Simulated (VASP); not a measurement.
# Ag in VASP: a series of runs

Runs on Ag. Level: PBEsol. Tasks: single point.

Program: VASP 6.6.1. These are calculated values, not measurements. Logs are shortened: lines on timing, memory, paths and dates and some standing lists are left out, and cuts for length are marked.

## (1) The cell of the first run

The cell holds a slab with vacuum, 5 atoms: a = 2.867 Å, b = 2.867 Å, c = 25.363 Å, α = 90.00°, β = 90.00°, γ = 120.00°.

## (2) Single point, PBEsol

INCAR reads:

```
  ALGO = Normal
  DIPOL = 0.5 0.5 0.500
  EDIFF = 1E-6
  ENCUT = 520
  GGA = PS
  IDIPOL = 3
  ISIF = 2
  ISMEAR = -1
  LASPH = T
  LCHARG = F
  LDIPOL = T
  LREAL = F
  LWAVE = F
  NBANDS = 36
  NELM = 80
  PREC = Accurate
  SIGMA = 0.1
```

KPOINTS reads:

```
k-points
0
Gamma
  13 13 1
```

POSCAR reads:

```
Ag
1.0
    2.8669184167      0.0000000000      0.0000000000
   -1.4334592084      2.4828241794      0.0000000000
    0.0000000000      0.0000000000     25.3633000000
Ag
5
Direct
    0.8333333330      0.1666666670      0.3154160474
    0.1666666670      0.8333333330      0.4077080234
    0.5000000000      0.5000000000      0.5000000000
    0.8333333330      0.1666666670      0.5922919766
    0.1666666670      0.8333333330      0.6845839526
```

Potentials or basis: VASP PAW PBE potentials, release 64 (Ag).

Started as:

```
> cat potpaw_PBE.64/Ag/POTCAR > POTCAR
> mpirun -np 1 vasp_std > vasp.out
```

OUTCAR:

```text
EDIFF = 1E-6
   ENCUT = 520
   GGA = PS
   ISIF = 2
   ISMEAR = -1
   LASPH = T
   LREAL = F
   NELM = 80
   PREC = Accurate

 ion  position               nearest neighbor table
   1  0.833  0.167  0.315-   2 2.87   2 2.87   2 2.87
   2  0.167  0.833  0.408-   1 2.87   1 2.87   1 2.87   3 2.87   3 2.87   3 2.87
   3  0.500  0.500  0.500-   2 2.87   4 2.87   4 2.87   2 2.87   2 2.87   4 2.87
   4  0.833  0.167  0.592-   5 2.87   5 2.87   5 2.87   3 2.87   3 2.87   3 2.87
   5  0.167  0.833  0.685-   4 2.87   4 2.87   4 2.87

  LATTYP: Found a hexagonal cell.
 ALAT       =     2.8669184167
 C/A-ratio  =     8.8468858591

  Lattice vectors:

 A1 = (   2.8669184167,   0.0000000000,   0.0000000000)
 A2 = (  -1.4334592084,   2.4828241794,   0.0000000000)
 A3 = (   0.0000000000,   0.0000000000,  25.3633000000)

Analysis of symmetry for initial positions (statically):
=====================================================================
 Subroutine PRICEL returns:
 Original cell was already a primitive cell.

 Routine SETGRP: Setting up the symmetry group for a
 hexagonal supercell.

 Subroutine GETGRP returns: Found 12 space group operations
 (whereof  4 operations were pure point group operations)
 out of a pool of 24 trial point group operations.

The static configuration has the point symmetry C_2h.
 The point group associated with its full space group is D_3d.

Analysis of symmetry for dynamics (positions and initial velocities):
=====================================================================
 Subroutine PRICEL returns:
 Original cell was already a primitive cell.

 Routine SETGRP: Setting up the symmetry group for a
 hexagonal supercell.

 Subroutine GETGRP returns: Found 12 space group operations
 (whereof  4 operations were pure point group operations)
 out of a pool of 24 trial point group operations.

The dynamic configuration has the point symmetry C_2h.
 The point group associated with its full space group is D_3d.

 Subroutine INISYM returns: Found 12 space group operations
 (whereof  4 operations are pure point group operations),
 and found     1 'primitive' translations

----------------------------------------------------------------------------------------

                                     Primitive cell

  volume of cell :     180.5373

  direct lattice vectors                    reciprocal lattice vectors
     2.866918417  0.000000000  0.000000000     0.348806577  0.201383571  0.000000000
    -1.433459208  2.482824179  0.000000000     0.000000000  0.402767142  0.000000000
     0.000000000  0.000000000 25.363300000     0.000000000  0.000000000  0.039427046

  length of vectors
     2.866918417  2.866918417 25.363300000     0.402767142  0.402767142  0.039427046

  position of ions in fractional coordinates (direct lattice)
     0.833333333  0.166666667  0.315416047
     0.166666667  0.833333333  0.407708023
     0.500000000  0.500000000  0.500000000
     0.833333333  0.166666667  0.592291977
     0.166666667  0.833333333  0.684583953

  ion indices of the primitive-cell ions
   primitive index   ion index
                 1           1
                 2           2
                 3           3
                 4           4
                 5           5

----------------------------------------------------------------------------------------

 KPOINTS: k-points

Automatic generation of k-mesh.
 Grid dimensions read from file:
 generate k-points for:   13   13    1

 Generating k-lattice:

  Cartesian coordinates                     Fractional coordinates (reciprocal lattice)
     0.026831275  0.015491044  0.000000000     0.076923077  0.000000000  0.000000000
     0.000000000  0.030982088  0.000000000     0.000000000  0.076923077  0.000000000
     0.000000000  0.000000000  0.039427046     0.000000000  0.000000000  1.000000000

  Length of vectors
     0.030982088  0.030982088  0.039427046

  Shift w.r.t. Gamma in fractional coordinates (k-lattice)
     0.000000000  0.000000000  0.000000000

 Subroutine IBZKPT returns following result:
 ===========================================

 Found     21 irreducible k-points:

 Following reciprocal coordinates:
            Coordinates               Weight
  0.000000  0.000000  0.000000      1.000000
  0.076923 -0.000000  0.000000      6.000000
  0.153846 -0.000000  0.000000      6.000000
  0.230769  0.000000  0.000000      6.000000
  0.307692 -0.000000  0.000000      6.000000
  0.384615  0.000000  0.000000      6.000000
[... 13 lines left out ...]
  0.384615  0.230769  0.000000      6.000000
  0.307692  0.307692  0.000000      6.000000
   k-points           NKPTS =     21   k-points in BZ     NKDIM =     21   number of bands    NBANDS=     36
   number of dos      NEDOS =    301   number of ions     NIONS =      5
   total plane-waves  NPLWV = 110592
   dimension x,y,z NGX =    24 NGY =   24 NGZ =  192
   dimension x,y,z NGXF=    48 NGYF=   48 NGZF=  384
   ions per type =               5
   NGX,Y,Z   is equivalent  to a cutoff of  13.92, 13.92, 12.58 a.u.
   NGXF,Y,Z  is equivalent  to a cutoff of  27.83, 27.83, 25.17 a.u.
 SYSTEM =  unknown system
   PREC   = accura    normal or accurate (medium, high low for compatibility)
   ISTART =      0    job   : 0-new  1-cont  2-samecut
   ICHARG =      2    charge: 1-file 2-atom 10-const
   ISPIN  =      1    spin polarized calculation?
   LNONCOLLINEAR =      F non collinear calculations
   LSORBIT =      F    spin-orbit coupling
   LASPH  =      T    aspherical Exc in radial PAW
   ENCUT  =  520.0 eV  38.22 Ry    6.18 a.u.   5.33  5.33 47.16*2*pi/ulx,y,z
   NELM   =     80;   NELMIN=  2; NELMDL= -5     # of ELM steps
   EDIFF  = 0.1E-05   stopping-criterion for ELM
   LREAL  =      F    real-space projection
   EDIFFG = 0.1E-04   stopping-criterion for IOM
   NSW    =      0    number of steps for IOM
   IBRION =     -1    ionic relax: 0-MD 1-quasi-New 2-CG
   NFREE  =      0    steps in history (QN), initial steepest desc. (CG)
   ISIF   =      2    stress and relaxation
   ISYM   =      2    0-nonsym 1-usesym 2-fastsym
   POTIM  = 0.5000    time-step for ionic-motion
   TEBEG  =    0.0;   TEEND  =   0.0 temperature during run
   PSTRESS=    0.0 pullay stress
   NELECT =      55.0000    total number of electrons
   NUPDOWN=      -1.0000    fix difference up-down
   EMIN   =  10.00;   EMAX   =-10.00  energy-range for DOS
   EFERMI =   0.00;   METHOD = LEGACY
   ISMEAR =    -1;   SIGMA  =   0.10  broadening in eV -4-tet -1-fermi 0-gaus
   EFERMI_NEDOS =   21; number of points for ismear=-14 and -15
   IALGO  =     38    algorithm
   IMIX   =      4    mixing-type and parameters
     AMIX     =   0.40;   BMIX     =  1.00
     AMIX_MAG =   1.60;   BMIX_MAG =  1.00
  volume/ion in A,a.u.               =      36.11       243.67
  Fermi-wavevector in a.u.,A,eV,Ry     =   1.101556  2.081640 16.509668  1.213426
  Thomas-Fermi vector in A             =   2.237985
   LORBIT       =      0    0 simple, 1 ext, 2 COOP (PROOUT), +10 PAW based schemes
   GGA     = PS    functional components
   LHFCALC =     F    Hartree Fock is set to
   AEXX    =    0.0000 exact exchange contribution
   IVDW    =     0    specifies the selected vdW correction
   LEPSILON=     F    determine dielectric tensor
   LRPA    =     F    only Hartree local field effects (RPA)
 non-spin polarized calculation
  energy-cutoff  :      520.00
  volume of cell :      180.54
 maximum number of plane-waves:      4907
 NGX is ok and might be reduce to    24
   NGX = 11   NGY = 11   NGZ = 95

 dipolmoment           0.000000      0.000000      0.000000 electrons x Angstroem

 number of electron      54.9999988 magnetization

 dipolmoment           0.000000      0.000000     -0.000000 electrons x Angstroem

 Free energy of the ion-electron system (eV)
  ---------------------------------------------------
  ext. energy  EPLUGINS =         0.00000000
  ---------------------------------------------------
  free energy    TOTEN  =       -15.69550531 eV

  energy without entropy =      -15.65356627  energy(sigma->0) =      -15.67453579

 E-fermi :   1.5684     XC(G=0):  -6.4522

 val. band max:        1.5673770357   @ k =   0.0000   0.0000   0.0000
 cond. band min:       1.6404823787   @ k =   0.1538  -0.0000   0.0000
 fundamental gap:      0.0731053430
 Fermi energy:         1.5683975239

 k-point     1 :       0.0000    0.0000    0.0000
  band No.  band energies     occupation
      1      -6.3168      2.00000
      2      -5.5844      2.00000
      3      -5.1033      2.00000
      4      -4.8141      2.00000
      5      -4.8016      2.00000
      6      -3.4568      2.00000
[... 28 lines left out ...]
     35       7.7230      0.00000
     36       8.1049      0.00000

 k-point     2 :       0.0769   -0.0000    0.0000
  band No.  band energies     occupation
      1      -6.1525      2.00000
      2      -5.4277      2.00000
      3      -4.9849      2.00000
      4      -4.6847      2.00000
      5      -4.6770      2.00000
      6      -3.5419      2.00000
[... 28 lines left out ...]
     35       7.8592      0.00000
     36       8.2351      0.00000

 k-point     3 :       0.1538   -0.0000    0.0000
  band No.  band energies     occupation
      1      -5.6964      2.00000
      2      -5.0202      2.00000
      3      -4.6987      2.00000
      4      -4.4126      2.00000
      5      -4.3255      2.00000
      6      -3.7694      2.00000
[... 28 lines left out ...]
     35       8.2750      0.00000
     36       8.6268      0.00000
[... 625 lines left out ...]
 k-point    20 :       0.3846    0.2308    0.0000
  band No.  band energies     occupation
      1      -4.6040      2.00000
      2      -4.4057      2.00000
      3      -4.2920      2.00000
      4      -4.2216      2.00000
      5      -4.0764      2.00000
      6      -4.0059      2.00000
[... 28 lines left out ...]
     35       8.3848      0.00000
     36       8.5215      0.00000

 k-point    21 :       0.3077    0.3077    0.0000
  band No.  band energies     occupation
      1      -4.4048      2.00000
      2      -4.3786      2.00000
      3      -4.1737      2.00000
      4      -4.1217      2.00000
      5      -3.9387      2.00000
      6      -3.9270      2.00000
[... 28 lines left out ...]
     35       7.6091      0.00000
     36       8.2537      0.00000

------------------------ aborting loop because EDIFF is reached ----------------------------------------

 vacuum level on the upper side and lower side of the slab       (xc-potential included)        -0.169        -0.169

  FORCE on cell =-STRESS in cart. coord.  units (eV):
  Direction    XX          YY          ZZ          XY          YZ          ZX
  --------------------------------------------------------------------------------------
  -------------------------------------------------------------------------------------
  Total       -1.5608414     -1.5608414     -0.2161376      0.0000000     -0.0000000      0.0000000
  in kB      -13.8516751    -13.8516751     -1.9181119      0.0000000     -0.0000000      0.0000000
  external PRESSURE =      -9.8738207 kB  Pullay stress =       0.0000000 kB

 VOLUME and BASIS-vectors are now :
 -----------------------------------------------------------------------------
  energy-cutoff  :      520.00
  volume of cell :      180.54
      direct lattice vectors                 reciprocal lattice vectors
     2.866918417  0.000000000  0.000000000     0.348806577  0.201383571  0.000000000
    -1.433459208  2.482824179  0.000000000     0.000000000  0.402767142  0.000000000
     0.000000000  0.000000000 25.363300000     0.000000000  0.000000000  0.039427046

 POSITION                                       TOTAL-FORCE (eV/Angst)
 -----------------------------------------------------------------------------------
      2.15019      0.41380      7.99999         0.000000     -0.000000      0.026335
     -0.71673      2.06902     10.34082        -0.000000     -0.000000     -0.017842
      0.71673      1.24141     12.68165         0.000000      0.000000      0.000000
      2.15019      0.41380     15.02248        -0.000000      0.000000      0.017842
     -0.71673      2.06902     17.36331        -0.000000      0.000000     -0.026335
 -----------------------------------------------------------------------------------
    total drift:                               -0.000000     -0.000000     -0.000000

  FREE ENERGIE OF THE ION-ELECTRON SYSTEM (eV)
  ---------------------------------------------------
  free  energy   TOTEN  =       -15.6955053065 eV

  energy  without entropy=      -15.6535662652  energy(sigma->0) =      -15.67453579

 vacuum level on the upper side and lower side of the slab         6.029         6.029
```

Wall time 2.7 min (1 thread of Intel Xeon Platinum 8175M at 2.50GHz (Skylake/Cascade Lake), shared host); peak memory 0.36 GiB.

Results:

```yaml
Free_energy: -15.6955 eV
Largest_force: 0.026 eV/Å
```

Forces in eV/Å, atoms in the order of the input:
```
Ag   0.000  0.000  0.026
Ag   0.000  0.000 -0.018
Ag   0.000  0.000  0.000
Ag   0.000  0.000  0.018
Ag   0.000  0.000 -0.026
```

Levels at points of the mesh, in eV from the Fermi level:
| k point | band 26 | band 27 | band 28 | band 29 | band 30 | band 31 |
| --- | --- | --- | --- | --- | --- | --- |
| (0.00, 0.00, 0.00) | -3.25 | -3.10 | -3.10 | -2.98 | -0.84 | 0.00 |

Caveat: the PAW data sets were made with another functional, which shifts forces and pressure a little.

## (3) Single point, PBEsol

INCAR reads:

```
PREC = Accurate
ENCUT = 520
EDIFF = 1E-6
ISMEAR = -1
SIGMA = 0.1
LREAL = F
LASPH = T
NELM = 100
ALGO = Normal
ISIF = 2
LWAVE = F
LCHARG = F
LDIPOL = T
IDIPOL = 3
DIPOL = 0.5 0.5 0.500
GGA = PS
NBANDS = 36
```

KPOINTS reads:

```
Automatic mesh
0
Gamma
  13 13 1
```

POSCAR reads:

```
Ag
1.0
    2.8669184167      0.0000000000      0.0000000000
   -1.4334592084      2.4828241794      0.0000000000
    0.0000000000      0.0000000000     25.3633000000
Ag
5
Direct
    0.8333333333      0.1666666667      0.3156819872
    0.1666666667      0.8333333333      0.4077268186
    0.5000000000      0.5000000000      0.4999999977
    0.8333333333      0.1666666667      0.5922731805
    0.1666666667      0.8333333333      0.6843180160
```

Potentials or basis: VASP PAW PBE potentials, release 64 (Ag).

Started as:

```
> cat potpaw_PBE.64/Ag/POTCAR > POTCAR
> mpirun -np 1 vasp_std > vasp.out
```

It took 2.6 min on 1 thread of Intel Xeon Platinum 8175M at 2.50GHz (Skylake/Cascade Lake), shared host; peak memory 0.36 GiB.

The run converged. Its results:

```
Free energy   : -15.6957 eV
Largest force : 0.006 eV/Å
```

Forces in eV/Å, atoms in the order of the input:
```
Ag   0.000  0.000  0.006
Ag   0.000  0.000  0.000
Ag   0.000  0.000  0.000
Ag   0.000  0.000  0.000
Ag   0.000  0.000 -0.006
```

Levels at points of the mesh, in eV from the Fermi level:
| k point | band 25 | band 26 | band 27 | band 28 | band 29 | band 30 | band 31 | band 32 |
| --- | --- | --- | --- | --- | --- | --- | --- | --- |
| (0.00, 0.00, 0.00) | -3.25 | -3.25 | -3.10 | -3.10 | -2.98 | -0.84 | 0.00 | 4.08 |

Caveat: the PAW data sets were made with another functional, which shifts forces and pressure a little.
